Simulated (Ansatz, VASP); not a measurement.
## One calculation of Ba, two programs

File INCAR:

```
SYSTEM = Ba
ALGO = Normal
EDIFF = 1E-7
EDIFFG = -0.002
ENCUT = 600
IBRION = 2
ISIF = 3
ISMEAR = 0
LASPH = .TRUE.
LCHARG = .FALSE.
LREAL = .FALSE.
LWAVE = .FALSE.
NELM = 100
NSW = 100
PREC = Accurate
SIGMA = 0.1
```

Contents of KPOINTS:

```
k-points
0
G
  10 10 10
  0 0 0
```

The input POSCAR:

```
Ba
1.0
   -2.5125000000      2.5125000000      2.5125000000
    2.5125000000     -2.5125000000      2.5125000000
    2.5125000000      2.5125000000     -2.5125000000
Ba
1
Direct
    0.0000000000      0.0000000000      0.0000000000
```

Input for Ansatz:

```yaml
crystal:
  lattice:
    - [-2.5125, 2.5125, 2.5125]
    - [2.5125, -2.5125, 2.5125]
    - [2.5125, 2.5125, -2.5125]
  atoms:
    - { symbol: Ba, position: [0.0, 0.0, 0.0] }
basis:
  ecutwfc: 420
kpoints:
  mp_grid: { grid: [10, 10, 10] }
hamiltonian:
  xc: lda
  pseudopotentials: { kind: paw, azcp: { folder: soft_1 } }
scf:
  occupations: { method: gaussian, width: 0.1 }
output:
  forces: true
  stress: true
  eigenvalues: true
  write_density: true
  write_potential: true
  elf: true
  volumetric_format: npy
relax:
  adjacent_minimum: "off"
  f_tol: 0.002
  max_steps: 80
  cell: { stress_tol: 0.02 }
```

Alike in both runs: task relaxation of cell and atoms; functional LDA; k mesh 10 × 10 × 10; occupations gaussian, width 0.1 eV; no spin polarisation.

|  | VASP | Ansatz |
| --- | --- | --- |
| version | VASP 6.6.1 | Ansatz 0.2.0 |
| potentials or method | VASP PAW LDA potentials, release 64 (Ba_sv), cutoff 600 eV | scalar-relativistic, plane waves, PAW |
| valence electrons in the cell | 10 | 10 |

|  | VASP | Ansatz | Ansatz less VASP |
| --- | --- | --- | --- |
| gap on the k mesh at the Fermi level, each at its own relaxed structure (eV) | none | none | - |
| relaxed volume (Å³/atom) | 54.58 | 54.04 | -0.546 |
| relaxed cell length with the largest relative difference (Å) | 4.139 | 4.125 | -0.0138 |

Ansatz warns that its potentials were made for another functional, while VASP's fit it. LDA's correlation is that of Perdew and Zunger in VASP and of Perdew and Wang (1992) in Ansatz. A gap of «none» marks a metal or a gap that the smearing closes.

Neither program's run includes spin-orbit coupling.
